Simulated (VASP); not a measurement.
# ZnSe (xso) (F-43m) in VASP: a series of runs

The runs below take ZnSe (xso) through single point, with PBEsol.

Everything below comes from runs of VASP 6.6.1. Logs are shortened: lines on timing, memory, paths and dates and some standing lists are left out, and cuts for length are marked.

### 1 The cell of the first run

Symmetry: F-43m, No. 216, cubic system. Conventional cell: a = 5.668 Å, b = 5.668 Å, c = 5.668 Å, α = 90.00°, β = 90.00°, γ = 90.00°. Within 3.2 Å of Zn (site symmetry -43m) lie 4 Se at 2.45 Å. Within 3.2 Å of Se (site symmetry -43m) lie 4 Zn at 2.45 Å.

### 2 Single point, PBEsol, non-collinear spin, zero start, spin-orbit coupling

The input, INCAR:

```
PREC = Accurate ; ENCUT = 500
EDIFF = 1E-6 ; ISMEAR = 0
SIGMA = 0.01 ; LREAL = False
LASPH = True ; NELM = 200
ALGO = Normal ; ISIF = 2
LWAVE = False ; LCHARG = False
MAGMOM = 0 0 0 0 0 0 ; LORBIT = 11
LSORBIT = True ; GGA_COMPAT = False
LORBMOM = True ; GGA = PS
NBANDS = 30
```

The input, KPOINTS:

```
regular mesh
0
Gamma
  8 8 8
```

The input, POSCAR:

```
ZnSe
1.0
    0.0000000000      2.8340000000      2.8340000000
    2.8340000000      0.0000000000      2.8340000000
    2.8340000000      2.8340000000      0.0000000000
Zn Se
1 1
Direct
    0.0000000000      0.0000000000      0.0000000000
    0.2500000000      0.2500000000      0.2500000000
```

Potentials or basis: VASP PAW PBE potentials, release 64 (Zn, Se).

Started as:

```console
cat potpaw_PBE.64/Zn/POTCAR potpaw_PBE.64/Se/POTCAR > POTCAR
mpirun -np 1 vasp_ncl > vasp.out
```

OUTCAR:

```text
PREC = Accurate
   ENCUT = 500
   EDIFF = 1E-6
   ISMEAR = 0
   LREAL = False
   LASPH = True
   NELM = 200
   ISIF = 2
   LORBIT = 11
   LSORBIT = True
   GGA = PS

 ion  position               nearest neighbor table
   1  0.000  0.000  0.000-   2 2.45   2 2.45   2 2.45   2 2.45
   2  0.250  0.250  0.250-   1 2.45   1 2.45   1 2.45   1 2.45

  LATTYP: Found a face centered cubic cell.
 ALAT       =     5.6680000000

  Lattice vectors:

 A1 = (   0.0000000000,   2.8340000000,   2.8340000000)
 A2 = (   2.8340000000,   0.0000000000,   2.8340000000)
 A3 = (   2.8340000000,   2.8340000000,   0.0000000000)

Analysis of symmetry for initial positions (statically):
=====================================================================
 Subroutine PRICEL returns:
 Original cell was already a primitive cell.

 Routine SETGRP: Setting up the symmetry group for a
 face centered cubic supercell.

 Subroutine GETGRP returns: Found 24 space group operations
 (whereof 24 operations were pure point group operations)
 out of a pool of 48 trial point group operations.

The static configuration has the point symmetry T_d .

Analysis of symmetry for dynamics (positions and initial velocities):
=====================================================================
 Subroutine PRICEL returns:
 Original cell was already a primitive cell.

 Routine SETGRP: Setting up the symmetry group for a
 face centered cubic supercell.

 Subroutine GETGRP returns: Found 24 space group operations
 (whereof 24 operations were pure point group operations)
 out of a pool of 48 trial point group operations.

The dynamic configuration has the point symmetry T_d .

Analysis of structural, dynamic, and magnetic symmetry:
=====================================================================
 Subroutine PRICEL returns:
 Original cell was already a primitive cell.

 Routine SETGRP: Setting up the symmetry group for a
 face centered cubic supercell.

 Subroutine GETGRP returns: Found 24 space group operations
 (whereof 24 operations were pure point group operations)
 out of a pool of 48 trial point group operations.

The overall configuration has the point symmetry T_d .

 Subroutine INISYM returns: Found 24 space group operations
 (whereof 24 operations are pure point group operations),
 and found     1 'primitive' translations
[... 969 lines left out ...]
      0.00000      0.00000      0.00000        -0.000000      0.000000     -0.000000
      1.41700      1.41700      1.41700         0.000000     -0.000000      0.000000
 -----------------------------------------------------------------------------------
    total drift:                               -0.000000     -0.000000     -0.000000

  FREE ENERGIE OF THE ION-ELECTRON SYSTEM (eV)
  ---------------------------------------------------
  free  energy   TOTEN  =        -6.7942172025 eV

  energy  without entropy=       -6.7942172025  energy(sigma->0) =       -6.79421720

 orbital moment (x)

 # of ion     p       d       tot
 ----------------------------------------
  1         0.000  -0.000  -0.000
  2         0.000   0.000   0.000
 ----------------------------------------
            0.000  -0.000  -0.000

 orbital moment (y)

 # of ion     p       d       tot
 ----------------------------------------
  1         0.000   0.000   0.000
  2        -0.000   0.000  -0.000
 ----------------------------------------
           -0.000   0.000   0.000

 orbital moment (z)

 # of ion     p       d       tot
 ----------------------------------------
  1         0.000  -0.000  -0.000
  2         0.000   0.000   0.000
 ----------------------------------------
            0.000  -0.000  -0.000

 Spin-Orbit-Coupling matrix elements

 Ion:    1  E_soc:     -0.0087167
 l=   1
     0.0000000    -0.0004854    -0.0004854
    -0.0004854     0.0000000    -0.0004854
    -0.0004854    -0.0004854     0.0000000
 l=   2
     0.0000000    -0.0001948     0.0000000    -0.0001948    -0.0007726
    -0.0001948     0.0000000    -0.0005795    -0.0001948    -0.0001932
     0.0000000    -0.0005795     0.0000000    -0.0005795     0.0000000
    -0.0001948    -0.0001948    -0.0005795     0.0000000    -0.0001932
    -0.0007726    -0.0001932     0.0000000    -0.0001932     0.0000000
 l=   3
     0.0000000     0.0000000     0.0000000     0.0000000     0.0000000     0.0000000     0.0000000
     0.0000000     0.0000000     0.0000000     0.0000000     0.0000000     0.0000000     0.0000000
     0.0000000     0.0000000     0.0000000     0.0000000     0.0000000     0.0000000     0.0000000
     0.0000000     0.0000000     0.0000000     0.0000000     0.0000000     0.0000000     0.0000000
     0.0000000     0.0000000     0.0000000     0.0000000     0.0000000     0.0000000     0.0000000
     0.0000000     0.0000000     0.0000000     0.0000000     0.0000000     0.0000000     0.0000000
     0.0000000     0.0000000     0.0000000     0.0000000     0.0000000     0.0000000     0.0000000

 Ion:    2  E_soc:     -0.0371003
 l=   1
     0.0000000    -0.0061753    -0.0061753
    -0.0061753     0.0000000    -0.0061753
    -0.0061753    -0.0061753     0.0000000
 l=   2
     0.0000000    -0.0000039     0.0000000    -0.0000039    -0.0000042
    -0.0000039     0.0000000    -0.0000032    -0.0000039    -0.0000011
     0.0000000    -0.0000032     0.0000000    -0.0000032     0.0000000
    -0.0000039    -0.0000039    -0.0000032     0.0000000    -0.0000011
    -0.0000042    -0.0000011     0.0000000    -0.0000011     0.0000000
 l=   3
     0.0000000     0.0000000     0.0000000     0.0000000     0.0000000     0.0000000     0.0000000
     0.0000000     0.0000000     0.0000000     0.0000000     0.0000000     0.0000000     0.0000000
     0.0000000     0.0000000     0.0000000     0.0000000     0.0000000     0.0000000     0.0000000
     0.0000000     0.0000000     0.0000000     0.0000000     0.0000000     0.0000000     0.0000000
     0.0000000     0.0000000     0.0000000     0.0000000     0.0000000     0.0000000     0.0000000
     0.0000000     0.0000000     0.0000000     0.0000000     0.0000000     0.0000000     0.0000000
     0.0000000     0.0000000     0.0000000     0.0000000     0.0000000     0.0000000     0.0000000

 total charge

# of ion       s       p       d       tot
------------------------------------------
    1        0.538   0.450   9.784  10.772
    2        1.438   2.411   0.031   3.879
--------------------------------------------------
tot          1.976   2.861   9.815  14.651

 magnetization (x)

# of ion       s       p       d       tot
------------------------------------------
    1        0.000   0.000   0.000   0.000
    2        0.000   0.000  -0.000   0.000
--------------------------------------------------
tot          0.000   0.000   0.000   0.000

 magnetization (y)

# of ion       s       p       d       tot
------------------------------------------
    1       -0.000   0.000  -0.000  -0.000
    2        0.000   0.000   0.000   0.000
--------------------------------------------------
tot         -0.000   0.000  -0.000  -0.000

 magnetization (z)

# of ion       s       p       d       tot
------------------------------------------
    1        0.000  -0.000   0.000  -0.000
    2        0.000  -0.000   0.000   0.000
--------------------------------------------------
tot          0.000  -0.000   0.000  -0.000
```

Wall time 76 s (1 thread of Intel Xeon 6975P-C (Granite Rapids), shared host); peak memory 0.32 GiB.

Results:

```
Free energy                                           : -6.7942 eV
Pressure                                              : -0.8 GPa
Net moment                                            : 0.00 μB per cell
Valence electrons inside the program's atomic spheres : Zn 10.77; Se 3.88
```

Moments on the atoms (μB; x, y, z):
```
Zn  0.00 0.00 0.00
Se  0.00 0.00 0.00
```

Caveat: the PAW data sets were made with another functional, which shifts forces and pressure a little.

### 3 Single point, PBEsol, non-collinear spin, zero start, spin-orbit coupling

The input, INCAR:

```
SYSTEM = ZnSe
PREC     = Accurate       ! precision mode
ENCUT    = 500            ! plane-wave cutoff, eV
EDIFF    = 1E-6           ! SCF threshold, eV
ISMEAR   = 0              ! smearing method
SIGMA    = 0.01           ! smearing width, eV
LREAL    = .False.        ! projectors in reciprocal space
LASPH    = .True.         ! aspherical terms in the spheres
NELM     = 200            ! most SCF steps
ALGO     = Normal         ! electronic algorithm
ISIF     = 2              ! what is computed and relaxed
LWAVE    = .False.        ! write WAVECAR
LCHARG   = .False.        ! write CHGCAR
MAGMOM   = 0 0 0 0 0 0    ! initial moments
LORBIT   = 11             ! projections on sites
LSORBIT  = .True.         ! spin-orbit coupling
GGA_COMPAT= .False.      
LORBMOM  = .True.       
GGA      = PS             ! functional
NBANDS   = 30             ! bands
```

The input, KPOINTS:

```
regular mesh
0
Gamma
  8 8 8
  0 0 0
```

POSCAR is that of step 2.

Potentials or basis: VASP PAW PBE potentials, release 64 (Zn, Se).

Started as:

```console
cat potpaw_PBE.64/Zn/POTCAR potpaw_PBE.64/Se/POTCAR > POTCAR
mpirun -np 1 vasp_ncl > vasp.out
```

It took 77 s on 1 thread of Intel Xeon 6975P-C (Granite Rapids), shared host; peak memory 0.31 GiB.

It converged, with:

| Property | Result |
| --- | --- |
| Free energy | -6.7942 eV |
| Pressure | -0.8 GPa |
| Net moment | 0.00 μB per cell |
| Valence electrons inside the program's atomic spheres | Zn 10.77; Se 3.88 |

Moments on the atoms (μB; x, y, z):
```
Zn  0.00 0.00 0.00
Se  0.00 0.00 0.00
```

Caveat: the PAW data sets were made with another functional, which shifts forces and pressure a little.
